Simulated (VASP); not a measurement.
Set up this calculation in VASP 6.6.1, as the native input.

```
Task                   : single point
Functional             : PBE
Potentials or basis    : VASP PAW PBE potentials, release 64 (Ga_d, Sn_d, O)
Cutoff                 : 520 eV
k mesh                 : 6 × 6 × 6
Occupations            : gaussian, width 0.1 eV
Spin                   : no spin polarisation
Dipole correction      : no
Further INCAR settings : ALGO = Normal; EDIFF = 1e-06; NBANDS = 38
```

The structure of Ga2SnO3 lies in POSCAR:

```
Ga2SnO3
1.0
    5.6657441775      0.0000000000      0.0000000000
   -2.8328720888      4.9066783891      0.0000000000
    0.0000000000      0.0000000000      2.8208304025
Ga Sn O
2 1 3
Direct
    0.3333333333      0.6666666667      0.0000000000
    0.6666666667      0.3333333333      0.0000000000
    0.0000000000      0.0000000000      0.0000000000
    0.5000000000      0.0000000000      0.5000000000
    0.5000000000      0.5000000000      0.5000000000
    0.0000000000      0.5000000000      0.5000000000
```

One way to write it, as run:

INCAR

```
ALGO = Normal
EDIFF = 1E-6
ENCUT = 520
GGA = PE
ISIF = 2
ISMEAR = 0
LASPH = True
LCHARG = False
LREAL = False
LWAVE = False
NBANDS = 38
NELM = 60
PREC = Accurate
SIGMA = 0.1
```

KPOINTS

```
k-points
0
Gamma
  6 6 6
```

Potentials or basis: VASP PAW PBE potentials, release 64 (Ga_d, Sn_d, O).

Launch:

```bash
$ cat potpaw_PBE.64/Ga_d/POTCAR potpaw_PBE.64/Sn_d/POTCAR potpaw_PBE.64/O/POTCAR > POTCAR
$ mpirun -np 1 vasp_std > vasp.out
```

Results of the run:

| Item | Value |
| --- | --- |
| Pressure | 0.1 GPa |
| Band gap on the k mesh | zero (band 29 reaches 7.75 eV, above the bottom of band 30 at 5.45 eV) |

Caveat: the k points lie up to 0.37 Å⁻¹ apart; spin-orbit coupling is left out, which moves the levels of the heavy elements.

Wall time 58 s on 1 thread of AMD EPYC 9R45 96-Core Processor (Zen 5) (shared host), peak memory 0.21 GiB.
